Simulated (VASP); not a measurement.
# C2NH3 in VASP: further runs

Runs on C2NH3. Level: PBE+D3(BJ). Tasks: single point, relaxation of the atoms.

Program: VASP 6.6.1. These are calculated values, not measurements. Logs are shortened: lines on timing, memory, paths and dates and some standing lists are left out, and cuts for length are marked.

## 1. The cell of the first run

The cell holds a molecule in a box, 6 atoms: a = 14.028 Å, b = 14.500 Å, c = 15.000 Å, α = 90.00°, β = 90.00°, γ = 90.00°.

## 2. Single point, PBE+D3(BJ)

Input file INCAR:

```
SYSTEM = H3C2N
ALGO     = Normal         ! electronic algorithm
EDIFF    = 1E-6           ! SCF threshold, eV
ENCUT    = 520            ! plane-wave cutoff, eV
GGA      = PE             ! functional
ISIF     = 2              ! what is computed and relaxed
ISMEAR   = 0              ! smearing method
ISYM     = 0            
IVDW     = 12             ! dispersion correction
LASPH    = .True.         ! aspherical terms in the spheres
LCHARG   = .False.        ! write CHGCAR
LREAL    = .False.        ! projectors in reciprocal space
LWAVE    = .False.        ! write WAVECAR
NBANDS   = 17             ! bands
NELM     = 100            ! most SCF steps
PREC     = Accurate       ! precision mode
SIGMA    = 0.005          ! smearing width, eV
```

Input file KPOINTS:

```
k-points
0
Gamma
  1 1 1
  0 0 0
```

Input file POSCAR:

```
H3C2N
1.0
   14.0282406575      0.0000000000      0.0000000000
    0.0000000000     14.5000000000      0.0000000000
    0.0000000000      0.0000000000     15.0000000000
C N H
2 1 3
Direct
    0.4205515430      0.4920126364      0.4893487023
    0.5241524486      0.4911359026      0.4908544725
    0.6069242163      0.4904326873      0.4920657875
    0.3937279109      0.4396068314      0.4429090658
    0.3921926177      0.4773077224      0.5560337404
    0.3943974761      0.5598088955      0.4679239429
```

Potentials or basis: VASP PAW PBE potentials, release 64 (C, N, H).

On the command line:

```bash
$ cat potpaw_PBE.64/C/POTCAR potpaw_PBE.64/N/POTCAR potpaw_PBE.64/H/POTCAR > POTCAR
$ mpirun -np 1 vasp_gam > vasp.out
```

OUTCAR:

```text
SYSTEM = H3C2N
   EDIFF = 1E-6
   ENCUT = 520
   GGA = PE
   ISIF = 2
   ISMEAR = 0
   ISYM = 0
   IVDW = 12
   LASPH = .True.
   LREAL = .False.
   NELM = 100
   PREC = Accurate
 IVDW          = 12

 ion  position               nearest neighbor table
   1  0.421  0.492  0.489-   4 1.10   6 1.10   5 1.10   2 1.45
   2  0.524  0.491  0.491-   3 1.16   1 1.45
   3  0.607  0.490  0.492-   2 1.16
   4  0.394  0.440  0.443-   1 1.10
   5  0.392  0.477  0.556-   1 1.10
   6  0.394  0.560  0.468-   1 1.10

IMPORTANT INFORMATION: All symmetrisations will be switched off!
NOSYMM: (Re-)initialisation of all symmetry stuff for point group C_1.

----------------------------------------------------------------------------------------

                                     Primitive cell

  volume of cell :    3051.1423

  direct lattice vectors                    reciprocal lattice vectors
    14.028240657  0.000000000  0.000000000     0.071284777  0.000000000  0.000000000
     0.000000000 14.500000000  0.000000000     0.000000000  0.068965517  0.000000000
     0.000000000  0.000000000 15.000000000     0.000000000  0.000000000  0.066666667

  length of vectors
    14.028240657 14.500000000 15.000000000     0.071284777  0.068965517  0.066666667

  position of ions in fractional coordinates (direct lattice)
     0.420551543  0.492012636  0.489348702
     0.524152449  0.491135903  0.490854472
     0.606924216  0.490432687  0.492065788
     0.393727911  0.439606831  0.442909066
     0.392192618  0.477307722  0.556033740
     0.394397476  0.559808895  0.467923943

  ion indices of the primitive-cell ions
   primitive index   ion index
                 1           1
                 2           2
                 3           3
                 4           4
                 5           5
                 6           6

----------------------------------------------------------------------------------------

 KPOINTS: k-points

Automatic generation of k-mesh.
 Grid dimensions read from file:
 generate k-points for:    1    1    1

 Generating k-lattice:

  Cartesian coordinates                     Fractional coordinates (reciprocal lattice)
     0.071284777  0.000000000  0.000000000     1.000000000  0.000000000  0.000000000
     0.000000000  0.068965517  0.000000000     0.000000000  1.000000000  0.000000000
     0.000000000  0.000000000  0.066666667     0.000000000  0.000000000  1.000000000

  Length of vectors
     0.071284777  0.068965517  0.066666667

  Shift w.r.t. Gamma in fractional coordinates (k-lattice)
     0.000000000  0.000000000  0.000000000

 Subroutine IBZKPT returns following result:
 ===========================================

 Found      1 irreducible k-points:

 Following reciprocal coordinates:
            Coordinates               Weight
  0.000000  0.000000  0.000000      1.000000
   k-points           NKPTS =      1   k-points in BZ     NKDIM =      1   number of bands    NBANDS=     17
   number of dos      NEDOS =    301   number of ions     NIONS =      6
   total plane-waves  NPLWV = ******
   dimension x,y,z NGX =   108 NGY =  108 NGZ =  112
   dimension x,y,z NGXF=   216 NGYF=  216 NGZF=  224
   ions per type =               2   1   3
   NGX,Y,Z   is equivalent  to a cutoff of  12.80, 12.38, 12.41 a.u.
   NGXF,Y,Z  is equivalent  to a cutoff of  25.60, 24.76, 24.83 a.u.
 SYSTEM =  H3C2N
   PREC   = accura    normal or accurate (medium, high low for compatibility)
   ISTART =      0    job   : 0-new  1-cont  2-samecut
   ICHARG =      2    charge: 1-file 2-atom 10-const
   ISPIN  =      1    spin polarized calculation?
   LNONCOLLINEAR =      F non collinear calculations
   LSORBIT =      F    spin-orbit coupling
   LASPH  =      T    aspherical Exc in radial PAW
   ENCUT  =  520.0 eV  38.22 Ry    6.18 a.u.  26.08 26.96 27.89*2*pi/ulx,y,z
   NELM   =    100;   NELMIN=  2; NELMDL= -5     # of ELM steps
   EDIFF  = 0.1E-05   stopping-criterion for ELM
   LREAL  =      F    real-space projection
   EDIFFG = 0.1E-04   stopping-criterion for IOM
   NSW    =      0    number of steps for IOM
   IBRION =     -1    ionic relax: 0-MD 1-quasi-New 2-CG
   NFREE  =      0    steps in history (QN), initial steepest desc. (CG)
   ISIF   =      2    stress and relaxation
   ISYM   =      0    0-nonsym 1-usesym 2-fastsym
   POTIM  = 0.5000    time-step for ionic-motion
   TEBEG  =    0.0;   TEEND  =   0.0 temperature during run
   PSTRESS=    0.0 pullay stress
   NELECT =      16.0000    total number of electrons
   NUPDOWN=      -1.0000    fix difference up-down
   EMIN   =  10.00;   EMAX   =-10.00  energy-range for DOS
   EFERMI =   0.00;   METHOD = LEGACY
   ISMEAR =     0;   SIGMA  =   0.01  broadening in eV -4-tet -1-fermi 0-gaus
   EFERMI_NEDOS =   21; number of points for ismear=-14 and -15
   IALGO  =     38    algorithm
   IMIX   =      4    mixing-type and parameters
     AMIX     =   0.40;   BMIX     =  1.00
     AMIX_MAG =   1.60;   BMIX_MAG =  1.00
  volume/ion in A,a.u.               =     508.52      3431.69
  Fermi-wavevector in a.u.,A,eV,Ry     =   0.284420  0.537477  1.100642  0.080895
  Thomas-Fermi vector in A             =   1.137193
   LORBIT       =      0    0 simple, 1 ext, 2 COOP (PROOUT), +10 PAW based schemes
   GGA     = PE    functional components
   LHFCALC =     F    Hartree Fock is set to
   AEXX    =    0.0000 exact exchange contribution
   IVDW    =    12    specifies the selected vdW correction
   LEPSILON=     F    determine dielectric tensor
   LRPA    =     F    only Hartree local field effects (RPA)
 non-spin polarized calculation
 Gauss-broadening in eV      SIGMA  =   0.01
  energy-cutoff  :      520.00
  volume of cell :     3051.14
 maximum number of plane-waves:     41008
 NGX is ok and might be reduce to   108
   NGX = 53   NGY = 53   NGZ = 55

 number of electron      15.9999998 magnetization

 Free energy of the ion-electron system (eV)
  ---------------------------------------------------
  ext. energy  EPLUGINS =         0.00000000
  ---------------------------------------------------
  free energy    TOTEN  =       -36.72272238 eV

  energy without entropy =      -36.72272238  energy(sigma->0) =      -36.72272238

 E-fermi :  -7.9610     XC(G=0):  -0.3527

 val. band max:       -8.0023086668   @ k =   0.0000   0.0000   0.0000
 cond. band min:      -0.7379158461   @ k =   0.0000   0.0000   0.0000
 fundamental gap:      7.2643928207
 Fermi energy:        -7.9609645861

 k-point     1 :       0.0000    0.0000    0.0000
  band No.  band energies     occupation
      1     -22.4797      2.00000
      2     -19.2849      2.00000
      3     -12.7248      2.00000
      4     -11.3810      2.00000
      5     -11.3809      2.00000
      6      -8.4272      2.00000
      7      -8.0023      2.00000
      8      -8.0023      2.00000
      9      -0.7379      0.00000
     10      -0.3431      0.00000
     11      -0.3424      0.00000
     12       0.2305      0.00000
     13       0.4110      0.00000
     14       0.4376      0.00000
     15       0.4807      0.00000
     16       0.6565      0.00000
     17       0.7286      0.00000

------------------------ aborting loop because EDIFF is reached ----------------------------------------

 Edisp (eV)   -0.07650

 E8    (eV) :    -0.0220

  FORCE on cell =-STRESS in cart. coord.  units (eV):
  Direction    XX          YY          ZZ          XY          YZ          ZX
  --------------------------------------------------------------------------------------
  -------------------------------------------------------------------------------------
  Total       0.37303    -0.04335    -0.04389    -0.00395     0.00013     0.00698
  in kB       0.19588    -0.02276    -0.02305    -0.00207     0.00007     0.00366
  external pressure =        0.05 kB  Pullay stress =        0.00 kB

 VOLUME and BASIS-vectors are now :
 -----------------------------------------------------------------------------
  energy-cutoff  :      520.00
  volume of cell :     3051.14
      direct lattice vectors                 reciprocal lattice vectors
    14.028240657  0.000000000  0.000000000     0.071284777  0.000000000  0.000000000
     0.000000000 14.500000000  0.000000000     0.000000000  0.068965517  0.000000000
     0.000000000  0.000000000 15.000000000     0.000000000  0.000000000  0.066666667

 POSITION                                       TOTAL-FORCE (eV/Angst)
 -----------------------------------------------------------------------------------
      5.89960      7.13418      7.34023         0.016676     -0.000281      0.000544
      7.35294      7.12147      7.36282        -0.409386      0.003577     -0.006209
      8.51408      7.11127      7.38099         0.413605     -0.003517      0.006195
      5.52331      6.37430      6.64364        -0.006881     -0.013428     -0.012249
      5.50177      6.92096      8.34051        -0.007346     -0.003528      0.017416
      5.53270      8.11723      7.01886        -0.006669      0.017176     -0.005698
 -----------------------------------------------------------------------------------
    total drift:                                0.000358     -0.000179      0.000073

  FREE ENERGIE OF THE ION-ELECTRON SYSTEM (eV)
  ---------------------------------------------------
  free  energy   TOTEN  =       -36.7992256404 eV

  energy  without entropy=      -36.7992256404  energy(sigma->0) =      -36.79922564
```

Wall time 4.4 min (1 thread of Intel Xeon Platinum 8259CL at 2.50GHz (Skylake/Cascade Lake), shared host); peak memory 1.9 GiB.

Results:

```
Free energy                     : -36.7992 eV
Largest force                   : 0.414 eV/Å
Gap between the frontier levels : 7.26 eV
Dispersion energy per atom      : -0.013 eV
```

Forces on the atoms (eV/Å):
```
C    0.017  0.000  0.001
C   -0.409  0.004 -0.006
N    0.414 -0.004  0.006
H   -0.007 -0.013 -0.012
H   -0.007 -0.004  0.017
H   -0.007  0.017 -0.006
```

Levels at points of the mesh, in eV from the valence-band top:
| k point | band 4 | band 5 | band 6 | band 7 | band 8 | band 9 | band 10 | band 11 | band 12 | band 13 |
| --- | --- | --- | --- | --- | --- | --- | --- | --- | --- | --- |
| (0.00, 0.00, 0.00) | -3.38 | -3.38 | -0.42 | 0.00 | 0.00 | 7.26 | 7.66 | 7.66 | 8.23 | 8.41 |

## 3. Relaxation of the atoms, PBE+D3(BJ)

Input file INCAR:

```
PREC = Accurate
ENCUT = 520
EDIFF = 1E-6
ISMEAR = 0
SIGMA = 0.005
LREAL = F
LASPH = T
NELM = 60
ALGO = Normal
ISIF = 2
LWAVE = F
LCHARG = F
GGA = PE
IVDW = 12
IBRION = 2
NSW = 100
EDIFFG = -0.01
ISYM = 0
```

Input file KPOINTS:

```
Automatic mesh
0
Gamma
  1 1 1
```

Input file POSCAR:

```
H3C2N
1.0
   14.0282406575      0.0000000000      0.0000000000
    0.0000000000     14.5000000000      0.0000000000
    0.0000000000      0.0000000000     15.0000000000
C N H
2 1 3
Direct
    0.4210856320      0.4915328402      0.4894695980
    0.5234468079      0.4917159156      0.4898038885
    0.6079337292      0.4899331879      0.4927503699
    0.3936923962      0.4394220346      0.4415667837
    0.3920662708      0.4771227320      0.5584332163
    0.3937213766      0.5605779654      0.4671118551
```

Potentials or basis: VASP PAW PBE potentials, release 64 (C, N, H).

On the command line:

```bash
$ cat potpaw_PBE.64/C/POTCAR potpaw_PBE.64/N/POTCAR potpaw_PBE.64/H/POTCAR > POTCAR
$ mpirun -np 1 vasp_gam > vasp.out
```

Wall time 47 min (1 thread of Intel Xeon Platinum 8259CL at 2.50GHz (Skylake/Cascade Lake), shared host); peak memory 1.9 GiB.

It converged, with:

| Item | Value |
| --- | --- |
| Free energy | -36.8000 eV |
| Largest force after relaxing | 0.008 eV/Å |
| Gap between the frontier levels | 7.24 eV |
| Dispersion energy per atom | -0.013 eV |

Forces in eV/Å, atoms in the order of the input:
```
C    0.007 -0.003  0.000
C   -0.004 -0.001  0.003
N   -0.008  0.001 -0.002
H    0.001  0.007  0.003
H    0.002  0.002 -0.004
H    0.001 -0.006  0.000
```

Final structure:
```
C N H
1.0
    14.02824    0.00000    0.00000
     0.00000   14.50000    0.00000
     0.00000    0.00000   15.00000
C N H
2 1 3
Direct
  0.42051 0.49202 0.48934
  0.52413 0.49115 0.49083
  0.60716 0.49041 0.49208
  0.39367 0.43955 0.44289
  0.39215 0.47729 0.55608
  0.39432 0.55987 0.46792
```

Levels at points of the mesh, in eV from the valence-band top:
```tsv
k point	band 4	band 5	band 6	band 7	band 8	band 9	band 10	band 11	band 12
(0.00, 0.00, 0.00)	-3.39	-3.39	-0.45	0.00	0.00	7.24	7.61	7.61	8.23
```
